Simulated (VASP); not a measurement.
Input of a VASP 6.6.1 run:

Contents of INCAR:

```
ALGO = Normal ; EDIFF = 1E-7
ENCUT = 520 ; GGA = PE
ISIF = 2 ; ISMEAR = 0
LASPH = True ; LCHARG = False
LREAL = False ; LWAVE = False
NBANDS = 10 ; NELM = 100
PREC = Accurate ; SIGMA = 0.15
```

KPOINTS

```
k-points
0
Gamma
  22 22 22
```

File POSCAR:

```
Ir
1.0
    0.0000000000      2.0156850000      1.8717075000
    2.0156850000      0.0000000000      1.8717075000
    2.0156850000      2.0156850000      0.0000000000
Ir
1
Direct
    0.0000000000      0.0000000000      0.0000000000
```

Potentials or basis: VASP PAW PBE potentials, release 64 (Ir).

Run with:

```console
$ cat potpaw_PBE.64/Ir/POTCAR > POTCAR
$ mpirun -np 1 vasp_std > vasp.out
```

Problem. Estimate the pressure.

Solution. -13.3 GPa.

Stress tensor (GPa, compression positive):
```
-20.34   0.00   0.00
  0.00 -20.34   0.00
  0.00   0.00   0.90
```

Caveat: the cell differs from its parent crystal (strain +0.050 along x and y, -0.025 along z).
